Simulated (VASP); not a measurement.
# CdS in VASP: single point with PBEsol

Aim: the single point of CdS with PBEsol.

Everything below comes from runs of VASP 6.6.1. Logs are shortened: lines on timing, memory, paths and dates and some standing lists are left out, and cuts for length are marked.

## 1. The cell of the first run

The cell holds a slab with vacuum, 6 atoms: a = 4.058 Å, b = 4.058 Å, c = 32.373 Å, α = 90.00°, β = 90.00°, γ = 120.00°.

## 2. Single point, PBEsol

The input, INCAR:

```
PREC = Accurate
ENCUT = 520
EDIFF = 1E-6
ISMEAR = 0
SIGMA = 0.05
LREAL = F
LASPH = T
NELM = 60
ALGO = Normal
ISIF = 2
LWAVE = F
LCHARG = F
LDIPOL = T
IDIPOL = 3
DIPOL = 0.5 0.5 0.668
GGA = PS
NBANDS = 36
```

The input, KPOINTS:

```
regular mesh
0
Gamma
  9 9 1
```

The input, POSCAR:

```
CdS
1.0
    4.0583734772      0.0000000000      0.0000000000
   -2.0291867386      3.5146545293      0.0000000000
    0.0000000000      0.0000000000     32.3726251003
S Cd
3 3
Direct
    0.5829933389      0.4170278923      0.5523418291
    0.9184188605      0.0816007545      0.6582389936
    0.2536622303      0.7463559080      0.7645779580
    0.9164306113      0.0835906375      0.5733644205
    0.2518090650      0.7482105541      0.6786479165
    0.5869776943      0.4130404338      0.7785119095
```

Potentials or basis: VASP PAW PBE potentials, release 64 (S, Cd).

Started as:

```bash
cat potpaw_PBE.64/S/POTCAR potpaw_PBE.64/Cd/POTCAR > POTCAR
mpirun -np 1 vasp_std > vasp.out
```

OUTCAR:

```text
PREC = Accurate
   ENCUT = 520
   EDIFF = 1E-6
   ISMEAR = 0
   LREAL = F
   LASPH = T
   NELM = 60
   ISIF = 2
   GGA = PS

 ion  position               nearest neighbor table
   1  0.583  0.417  0.552-   4 2.44   4 2.44   4 2.44
   2  0.918  0.082  0.658-   5 2.43   5 2.43   5 2.43   4 2.75
   3  0.254  0.746  0.765-   6 2.39   6 2.39   6 2.39   5 2.78
   4  0.916  0.084  0.573-   1 2.44   1 2.44   1 2.44   2 2.75
   5  0.252  0.748  0.679-   2 2.43   2 2.43   2 2.43   3 2.78
   6  0.587  0.413  0.779-   3 2.39   3 2.39   3 2.39

  LATTYP: Found a hexagonal cell.
 ALAT       =     4.0583734772
 C/A-ratio  =     7.9767486364

  Lattice vectors:

 A1 = (   4.0583734772,   0.0000000000,   0.0000000000)
 A2 = (  -2.0291867386,   3.5146545293,   0.0000000000)
 A3 = (   0.0000000000,   0.0000000000,  32.3726251003)

Analysis of symmetry for initial positions (statically):
=====================================================================
 Subroutine PRICEL returns:
 Original cell was already a primitive cell.

 Routine SETGRP: Setting up the symmetry group for a
 hexagonal supercell.

 Subroutine GETGRP returns: Found  2 space group operations
 (whereof  1 operations were pure point group operations)
 out of a pool of 24 trial point group operations.

The static configuration has the point symmetry C_1 .
 The point group associated with its full space group is C_1h.

Analysis of symmetry for dynamics (positions and initial velocities):
=====================================================================
 Subroutine PRICEL returns:
 Original cell was already a primitive cell.

 Routine SETGRP: Setting up the symmetry group for a
 hexagonal supercell.

 Subroutine GETGRP returns: Found  2 space group operations
 (whereof  1 operations were pure point group operations)
 out of a pool of 24 trial point group operations.

The dynamic configuration has the point symmetry C_1 .
 The point group associated with its full space group is C_1h.

 Subroutine INISYM returns: Found  2 space group operations
 (whereof  1 operations are pure point group operations),
 and found     1 'primitive' translations

----------------------------------------------------------------------------------------

                                     Primitive cell

  volume of cell :     461.7560

  direct lattice vectors                    reciprocal lattice vectors
     4.058373477  0.000000000  0.000000000     0.246404133  0.142261493  0.000000000
    -2.029186739  3.514654529  0.000000000     0.000000000  0.284522986  0.000000000
[... 103 lines left out ...]
   NELECT =      54.0000    total number of electrons
   NUPDOWN=      -1.0000    fix difference up-down
   EMIN   =  10.00;   EMAX   =-10.00  energy-range for DOS
   EFERMI =   0.00;   METHOD = LEGACY
   ISMEAR =     0;   SIGMA  =   0.05  broadening in eV -4-tet -1-fermi 0-gaus
   EFERMI_NEDOS =   21; number of points for ismear=-14 and -15
   IALGO  =     38    algorithm
   IMIX   =      4    mixing-type and parameters
     AMIX     =   0.40;   BMIX     =  1.00
     AMIX_MAG =   1.60;   BMIX_MAG =  1.00
  volume/ion in A,a.u.               =      76.96       519.35
  Fermi-wavevector in a.u.,A,eV,Ry     =   0.800575  1.512867  8.720245  0.640920
  Thomas-Fermi vector in A             =   1.907897
   LORBIT       =      0    0 simple, 1 ext, 2 COOP (PROOUT), +10 PAW based schemes
   GGA     = PS    functional components
   LHFCALC =     F    Hartree Fock is set to
   AEXX    =    0.0000 exact exchange contribution
   IVDW    =     0    specifies the selected vdW correction
   LEPSILON=     F    determine dielectric tensor
   LRPA    =     F    only Hartree local field effects (RPA)
 non-spin polarized calculation
 Gauss-broadening in eV      SIGMA  =   0.05
  energy-cutoff  :      520.00
  volume of cell :      461.76
 maximum number of plane-waves:     12513
 NGX is ok and might be reduce to    30
   NGX = 15   NGY = 15   NGZ =121

 number of electron      54.0000013 magnetization

 dipolmoment           0.000000      0.000000     -0.324942 electrons x Angstroem

 Free energy of the ion-electron system (eV)
  ---------------------------------------------------
  ext. energy  EPLUGINS =         0.00000000
  ---------------------------------------------------
  free energy    TOTEN  =       -18.77778682 eV

  energy without entropy =      -18.77462392  energy(sigma->0) =      -18.77620537

 E-fermi :  -2.3527     XC(G=0):  -3.3684

 val. band max:       -2.3873778282   @ k =  -0.1111   0.1111   0.0000
 cond. band min:      -2.3372376779   @ k =  -0.1111   0.1111   0.0000
 fundamental gap:      0.0501401503
 Fermi energy:        -2.3526620371

 k-point     1 :       0.0000    0.0000    0.0000
  band No.  band energies     occupation
      1     -17.3446      2.00000
      2     -15.7596      2.00000
      3     -14.1701      2.00000
      4     -12.9385      2.00000
      5     -12.9385      2.00000
      6     -12.2514      2.00000
[... 925 lines left out ...]
     35       3.2179      0.00000
     36       3.3322      0.00000

 [... further k-points ...]

------------------------ aborting loop because EDIFF is reached ----------------------------------------

 vacuum level on the upper side and lower side of the slab       (xc-potential included)        -2.033         2.024

  FORCE on cell =-STRESS in cart. coord.  units (eV):
  Direction    XX          YY          ZZ          XY          YZ          ZX
  --------------------------------------------------------------------------------------
  -------------------------------------------------------------------------------------
  Total        4.9576920      4.9798792      0.2330987      0.0192147      0.0132884     -0.0230162
  in kB       17.2019449     17.2789291      0.8087939      0.0666703      0.0461074     -0.0798605
  external PRESSURE =      11.7632226 kB  Pullay stress =       0.0000000 kB

 VOLUME and BASIS-vectors are now :
 -----------------------------------------------------------------------------
  energy-cutoff  :      520.00
  volume of cell :      461.76
      direct lattice vectors                 reciprocal lattice vectors
     4.058373477  0.000000000  0.000000000     0.246404133  0.142261493  0.000000000
    -2.029186739  3.514654529  0.000000000     0.000000000  0.284522986  0.000000000
     0.000000000  0.000000000 32.372625100     0.000000000  0.000000000  0.030890297

 POSITION                                       TOTAL-FORCE (eV/Angst)
 -----------------------------------------------------------------------------------
      1.51978      1.46571     17.88075         0.007766     -0.004484      0.025613
      3.56170      0.28680     21.30892         0.001784     -0.001030      0.031843
     -0.48504      2.62318     24.75140        -0.004243      0.002450      0.011882
      3.54960      0.29379     18.56131        -0.004276      0.002469     -0.076124
     -0.49632      2.62970     21.96961        -0.002226      0.001285     -0.016686
      1.54404      1.45169     25.20247         0.001195     -0.000690      0.023472
 -----------------------------------------------------------------------------------
    total drift:                               -0.001622      0.000599      0.000528

  FREE ENERGIE OF THE ION-ELECTRON SYSTEM (eV)
  ---------------------------------------------------
  free  energy   TOTEN  =       -18.7777868237 eV

  energy  without entropy=      -18.7746239235  energy(sigma->0) =      -18.77620537

 vacuum level on the upper side and lower side of the slab         0.157         4.278
```

OSZICAR:

```text
N       E                     dE             d eps       ncg     rms          rms(c)
DAV:   1     0.412362386146E+03    0.41236E+03   -0.21072E+04  1800   0.116E+03
DAV:   2     0.204331044328E+02   -0.39193E+03   -0.37946E+03  2204   0.285E+02
DAV:   3    -0.200616745503E+02   -0.40495E+02   -0.40141E+02  2128   0.875E+01
[... 19 lines left out ...]
DAV:  23    -0.187777718389E+02   -0.76036E-05   -0.89847E-07  1424   0.359E-03    0.715E-03
DAV:  24    -0.187777771680E+02   -0.53291E-05   -0.39360E-07  1392   0.202E-03    0.523E-03
DAV:  25    -0.187777797838E+02   -0.26158E-05   -0.23055E-07  1468   0.182E-03    0.183E-03
DAV:  26    -0.187777859394E+02   -0.61556E-05   -0.55507E-07  1280   0.189E-03    0.190E-03
DAV:  27    -0.187777868237E+02   -0.88427E-06   -0.48746E-08  1520   0.100E-03
   1 F= -.18777787E+02 E0= -.18776205E+02  d E =-.316290E-02
```

Run time: 7.9 min. Hardware: 1 thread of AMD EPYC 9R45 (Zen 5), shared host; peak memory 0.65 GiB.

What came out:

```yaml
Free_energy: -18.7778 eV
Largest_force: 0.076 eV/Å
Band_gap_on_the_k_mesh: zero (bands 27 and 28 overlap by 0.17 eV)
```

Forces in eV/Å, atoms in the order of the input:
```
S    0.008 -0.004  0.026
S    0.002 -0.001  0.032
S   -0.004  0.002  0.012
Cd  -0.004  0.002 -0.076
Cd  -0.002  0.001 -0.017
Cd   0.001 -0.001  0.023
```

Caveat: the PAW data sets were made with another functional, which shifts forces and pressure a little.

The gap in the log of VASP goes by the Fermi energy; the results here count the filled bands.